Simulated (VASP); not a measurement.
# CsBa3 (Fm-3m) in VASP: further runs

Aim: see how the results for CsBa3 move with the level of theory and the settings. Levels: RPBE, r2SCAN. Tasks: single point.

Program: VASP 6.6.1. These are calculated values, not measurements. Logs are shortened: lines on timing, memory, paths and dates and some standing lists are left out, and cuts for length are marked.

**1. The cell of the first run**

It takes space group Fm-3m (No. 225, cubic). Conventional cell: a = 10.443 Å, b = 10.443 Å, c = 10.443 Å, α = 90.00°, β = 90.00°, γ = 90.00°.

**2. Single point, RPBE**

INCAR

```
SYSTEM = CsBa3
PREC = Accurate ; ENCUT = 520
EDIFF = 1E-6 ; ISMEAR = 1
SIGMA = 0.1 ; LREAL = .False.
LASPH = .True. ; NELM = 100
ALGO = Normal ; ISIF = 2
LWAVE = .False. ; LCHARG = .False.
GGA = RP ; NBANDS = 28
```

KPOINTS

```
Automatic mesh
0
Gamma
  4 4 4
  0 0 0
```

POSCAR

```
CsBa3
1.0
    0.0000000000      5.2212840000      5.2212840000
    5.2212840000      0.0000000000      5.2212840000
    5.2212840000      5.2212840000      0.0000000000
Cs Ba
1 3
Direct
    0.0000000000      0.0000000000      0.0000000000
    0.2500000000      0.2500000000      0.2500000000
    0.7500000000      0.7500000000      0.7500000000
    0.5000000000      0.5000000000      0.5000000000
```

Potentials or basis: VASP PAW PBE potentials, release 64 (Cs_sv, Ba_sv).

Launch:

```bash
> cat potpaw_PBE.64/Cs_sv/POTCAR potpaw_PBE.64/Ba_sv/POTCAR > POTCAR
> mpirun -np 1 vasp_std > vasp.out
```

OUTCAR:

```text
SYSTEM = CsBa3
   PREC = Accurate
   ENCUT = 520
   EDIFF = 1E-6
   ISMEAR = 1
   LREAL = .False.
   LASPH = .True.
   NELM = 100
   ISIF = 2
   GGA = RP

 ion  position               nearest neighbor table
   1  0.000  0.000  0.000-
   2  0.250  0.250  0.250-   4 4.52   4 4.52   4 4.52   4 4.52
   3  0.750  0.750  0.750-   4 4.52   4 4.52   4 4.52   4 4.52
   4  0.500  0.500  0.500-   2 4.52   2 4.52   2 4.52   3 4.52   3 4.52   3 4.52   3 4.52   2 4.52

  LATTYP: Found a face centered cubic cell.
 ALAT       =    10.4425680000

  Lattice vectors:

 A1 = (   0.0000000000,   5.2212840000,   5.2212840000)
 A2 = (   5.2212840000,   0.0000000000,   5.2212840000)
 A3 = (   5.2212840000,   5.2212840000,   0.0000000000)

Analysis of symmetry for initial positions (statically):
=====================================================================
 Subroutine PRICEL returns:
 Original cell was already a primitive cell.

 Routine SETGRP: Setting up the symmetry group for a
 face centered cubic supercell.

 Subroutine GETGRP returns: Found 48 space group operations
 (whereof 48 operations were pure point group operations)
 out of a pool of 48 trial point group operations.

The static configuration has the point symmetry O_h .

Analysis of symmetry for dynamics (positions and initial velocities):
=====================================================================
 Subroutine PRICEL returns:
 Original cell was already a primitive cell.

 Routine SETGRP: Setting up the symmetry group for a
 face centered cubic supercell.

 Subroutine GETGRP returns: Found 48 space group operations
 (whereof 48 operations were pure point group operations)
 out of a pool of 48 trial point group operations.

The dynamic configuration has the point symmetry O_h .

 Subroutine INISYM returns: Found 48 space group operations
 (whereof 48 operations are pure point group operations),
 and found     1 'primitive' translations

----------------------------------------------------------------------------------------

                                     Primitive cell

  volume of cell :     284.6833

  direct lattice vectors                    reciprocal lattice vectors
     0.000000000  5.221284000  5.221284000    -0.095761885  0.095761885  0.095761885
     5.221284000  0.000000000  5.221284000     0.095761885 -0.095761885  0.095761885
     5.221284000  5.221284000  0.000000000     0.095761885  0.095761885 -0.095761885

  length of vectors
     7.384010646  7.384010646  7.384010646     0.165864451  0.165864451  0.165864451

  position of ions in fractional coordinates (direct lattice)
     0.000000000  0.000000000  0.000000000
     0.250000000  0.250000000  0.250000000
     0.750000000  0.750000000  0.750000000
     0.500000000  0.500000000  0.500000000

  ion indices of the primitive-cell ions
   primitive index   ion index
                 1           1
                 2           2
                 3           3
                 4           4

----------------------------------------------------------------------------------------

 KPOINTS: Automatic mesh

Automatic generation of k-mesh.
 Grid dimensions read from file:
 generate k-points for:    4    4    4

 Generating k-lattice:

  Cartesian coordinates                     Fractional coordinates (reciprocal lattice)
    -0.023940471  0.023940471  0.023940471     0.250000000  0.000000000  0.000000000
     0.023940471 -0.023940471  0.023940471     0.000000000  0.250000000  0.000000000
     0.023940471  0.023940471 -0.023940471     0.000000000  0.000000000  0.250000000

  Length of vectors
     0.041466113  0.041466113  0.041466113

  Shift w.r.t. Gamma in fractional coordinates (k-lattice)
     0.000000000  0.000000000  0.000000000

 Subroutine IBZKPT returns following result:
 ===========================================

 Found      8 irreducible k-points:

 Following reciprocal coordinates:
            Coordinates               Weight
  0.000000  0.000000  0.000000      1.000000
  0.250000  0.000000  0.000000      8.000000
  0.500000  0.000000  0.000000      4.000000
  0.250000  0.250000  0.000000      6.000000
  0.500000  0.250000  0.000000     24.000000
 -0.250000  0.250000  0.000000     12.000000
  0.500000  0.500000  0.000000      3.000000
 -0.250000  0.500000  0.250000      6.000000
   k-points           NKPTS =      8   k-points in BZ     NKDIM =      8   number of bands    NBANDS=     28
   number of dos      NEDOS =    301   number of ions     NIONS =      4
   total plane-waves  NPLWV = 175616
   dimension x,y,z NGX =    56 NGY =   56 NGZ =   56
   dimension x,y,z NGXF=   112 NGYF=  112 NGZF=  112
   ions per type =               1   3
   NGX,Y,Z   is equivalent  to a cutoff of  12.61, 12.61, 12.61 a.u.
   NGXF,Y,Z  is equivalent  to a cutoff of  25.22, 25.22, 25.22 a.u.
 SYSTEM =  CsBa3
   PREC   = accura    normal or accurate (medium, high low for compatibility)
   ISTART =      0    job   : 0-new  1-cont  2-samecut
   ICHARG =      2    charge: 1-file 2-atom 10-const
   ISPIN  =      1    spin polarized calculation?
   LNONCOLLINEAR =      F non collinear calculations
   LSORBIT =      F    spin-orbit coupling
   LASPH  =      T    aspherical Exc in radial PAW
   ENCUT  =  520.0 eV  38.22 Ry    6.18 a.u.  13.73 13.73 13.73*2*pi/ulx,y,z
   NELM   =    100;   NELMIN=  2; NELMDL= -5     # of ELM steps
   EDIFF  = 0.1E-05   stopping-criterion for ELM
   LREAL  =      F    real-space projection
   EDIFFG = 0.1E-04   stopping-criterion for IOM
   NSW    =      0    number of steps for IOM
   IBRION =     -1    ionic relax: 0-MD 1-quasi-New 2-CG
   NFREE  =      0    steps in history (QN), initial steepest desc. (CG)
   ISIF   =      2    stress and relaxation
   ISYM   =      2    0-nonsym 1-usesym 2-fastsym
   POTIM  = 0.5000    time-step for ionic-motion
   TEBEG  =    0.0;   TEEND  =   0.0 temperature during run
   PSTRESS=    0.0 pullay stress
   NELECT =      39.0000    total number of electrons
   NUPDOWN=      -1.0000    fix difference up-down
   EMIN   =  10.00;   EMAX   =-10.00  energy-range for DOS
   EFERMI =   0.00;   METHOD = LEGACY
   ISMEAR =     1;   SIGMA  =   0.10  broadening in eV -4-tet -1-fermi 0-gaus
   EFERMI_NEDOS =   21; number of points for ismear=-14 and -15
   IALGO  =     38    algorithm
   IMIX   =      4    mixing-type and parameters
     AMIX     =   0.40;   BMIX     =  1.00
     AMIX_MAG =   1.60;   BMIX_MAG =  1.00
  volume/ion in A,a.u.               =      71.17       480.28
  Fermi-wavevector in a.u.,A,eV,Ry     =   0.843935  1.594806  9.690429  0.712226
  Thomas-Fermi vector in A             =   1.958883
   LORBIT       =      0    0 simple, 1 ext, 2 COOP (PROOUT), +10 PAW based schemes
   GGA     = RP    functional components
   LHFCALC =     F    Hartree Fock is set to
   AEXX    =    0.0000 exact exchange contribution
   IVDW    =     0    specifies the selected vdW correction
   LEPSILON=     F    determine dielectric tensor
   LRPA    =     F    only Hartree local field effects (RPA)
 non-spin polarized calculation
 Methfessel and Paxton  Order N= 1 SIGMA  =   0.10
  energy-cutoff  :      520.00
  volume of cell :      284.68
 maximum number of plane-waves:      7727
 NGX is ok and might be reduce to    56
   NGX = 27   NGY = 27   NGZ = 27

 number of electron      39.0000000 magnetization

 Free energy of the ion-electron system (eV)
  ---------------------------------------------------
  ext. energy  EPLUGINS =         0.00000000
  ---------------------------------------------------
  free energy    TOTEN  =        -5.08408166 eV

  energy without entropy =       -5.06916435  energy(sigma->0) =       -5.07910922

 E-fermi :   1.4329     XC(G=0):  -6.8550

 val. band max:        1.4242462088   @ k =   0.2500   0.2500   0.0000
 cond. band min:       1.4615667553   @ k =  -0.2500   0.2500   0.0000
 fundamental gap:      0.0373205464
 Fermi energy:         1.4329404831

 k-point     1 :       0.0000    0.0000    0.0000
  band No.  band energies     occupation
      1     -27.8631      2.00000
      2     -27.8571      2.00000
      3     -27.7063      2.00000
      4     -21.3944      2.00000
      5     -13.0442      2.00000
      6     -13.0442      2.00000
[... 20 lines left out ...]
     27       3.4954      0.00000
     28       3.4954      0.00000

 k-point     2 :       0.2500    0.0000    0.0000
  band No.  band energies     occupation
      1     -27.8618      2.00000
      2     -27.8577      2.00000
      3     -27.7069      2.00000
      4     -21.3944      2.00000
      5     -13.0648      2.00000
      6     -13.0597      2.00000
[... 20 lines left out ...]
     27       3.1695     -0.00000
     28       3.5133      0.00000

 k-point     3 :       0.5000    0.0000    0.0000
  band No.  band energies     occupation
      1     -27.8597      2.00000
      2     -27.8593      2.00000
      3     -27.7075      2.00000
      4     -21.3945      2.00000
      5     -13.0679      2.00000
      6     -13.0679      2.00000
[... 20 lines left out ...]
     27       2.6621     -0.00000
     28       2.6621     -0.00000

 k-point     4 :       0.2500    0.2500    0.0000
  band No.  band energies     occupation
      1     -27.8616      2.00000
      2     -27.8578      2.00000
      3     -27.7071      2.00000
      4     -21.3945      2.00000
      5     -13.0814      2.00000
      6     -13.0814      2.00000
[... 20 lines left out ...]
     27       3.3453     -0.00000
     28       3.6354      0.00000

 k-point     5 :       0.5000    0.2500    0.0000
  band No.  band energies     occupation
      1     -27.8600      2.00000
      2     -27.8588      2.00000
      3     -27.7077      2.00000
      4     -21.3946      2.00000
      5     -13.0881      2.00000
      6     -13.0833      2.00000
[... 20 lines left out ...]
     27       2.9089     -0.00000
     28       3.1127     -0.00000

 k-point     6 :      -0.2500    0.2500    0.0000
  band No.  band energies     occupation
      1     -27.8604      2.00000
      2     -27.8586      2.00000
      3     -27.7075      2.00000
      4     -21.3945      2.00000
      5     -13.0787      2.00000
      6     -13.0709      2.00000
[... 20 lines left out ...]
     27       2.8457     -0.00000
     28       3.3675     -0.00000

 k-point     7 :       0.5000    0.5000    0.0000
  band No.  band energies     occupation
      1     -27.8600      2.00000
      2     -27.8585      2.00000
      3     -27.7079      2.00000
      4     -21.3946      2.00000
      5     -13.1019      2.00000
      6     -13.1019      2.00000
[... 20 lines left out ...]
     27       3.2526     -0.00000
     28       3.2526     -0.00000

 k-point     8 :      -0.2500    0.5000    0.2500
  band No.  band energies     occupation
      1     -27.8593      2.00000
      2     -27.8593      2.00000
      3     -27.7079      2.00000
      4     -21.3946      2.00000
      5     -13.1010      2.00000
      6     -13.0579      2.00000
[... 20 lines left out ...]
     27       2.6923     -0.00000
     28       3.0947     -0.00000

------------------------ aborting loop because EDIFF is reached ----------------------------------------

  FORCE on cell =-STRESS in cart. coord.  units (eV):
  Direction    XX          YY          ZZ          XY          YZ          ZX
  --------------------------------------------------------------------------------------
  -------------------------------------------------------------------------------------
  Total        1.1333423      1.1333423      1.1333423      0.0000000      0.0000000      0.0000000
  in kB        6.3783702      6.3783702      6.3783702      0.0000000      0.0000000      0.0000000
  external PRESSURE =       6.3783702 kB  Pullay stress =       0.0000000 kB

 VOLUME and BASIS-vectors are now :
 -----------------------------------------------------------------------------
  energy-cutoff  :      520.00
  volume of cell :      284.68
      direct lattice vectors                 reciprocal lattice vectors
     0.000000000  5.221284000  5.221284000    -0.095761885  0.095761885  0.095761885
     5.221284000  0.000000000  5.221284000     0.095761885 -0.095761885  0.095761885
     5.221284000  5.221284000  0.000000000     0.095761885  0.095761885 -0.095761885

 POSITION                                       TOTAL-FORCE (eV/Angst)
 -----------------------------------------------------------------------------------
      0.00000      0.00000      0.00000        -0.000000     -0.000000      0.000000
      2.61064      2.61064      2.61064         0.000000      0.000000     -0.000000
      7.83193      7.83193      7.83193        -0.000000     -0.000000      0.000000
      5.22128      5.22128      5.22128        -0.000000     -0.000000      0.000000
 -----------------------------------------------------------------------------------
    total drift:                               -0.000000      0.000000      0.000000

  FREE ENERGIE OF THE ION-ELECTRON SYSTEM (eV)
  ---------------------------------------------------
  free  energy   TOTEN  =        -5.0840816599 eV

  energy  without entropy=       -5.0691643501  energy(sigma->0) =       -5.07910922
```

Run time: 2 min. Hardware: 1 thread of Intel Xeon 8259CL, shared host; peak memory 0.44 GiB.

What came out:

| Quantity | Value |
| --- | --- |
| Free energy | -5.0841 eV |
| Pressure | 0.6 GPa |
| Band gap on the k mesh | zero (an odd number of electrons rules out a gap without spin polarisation) |

Levels at points of the mesh, in eV from the Fermi level:
```csv
k point,band 15,band 16,band 17,band 18,band 19,band 20,band 21,band 22,band 23,band 24
"(0.00, 0.00, 0.00)",-9.71,-9.71,-2.45,-0.25,-0.25,0.61,0.61,0.61,0.62,0.62
"(0.50, 0.00, 0.00)",-9.71,-9.71,-1.23,-0.98,0.36,0.36,0.42,0.45,0.45,0.83
"(0.50, 0.50, 0.00)",-9.71,-9.71,-0.85,-0.81,-0.69,-0.39,0.69,0.82,0.82,1.11
```

Caveat: the PAW data sets were made with another functional, which shifts forces and pressure a little; spin-orbit coupling is left out, which moves the levels of the heavy elements.

(Continued in part 2 of 2.)

The gap in the log of VASP goes by the Fermi energy; the results here count the filled bands.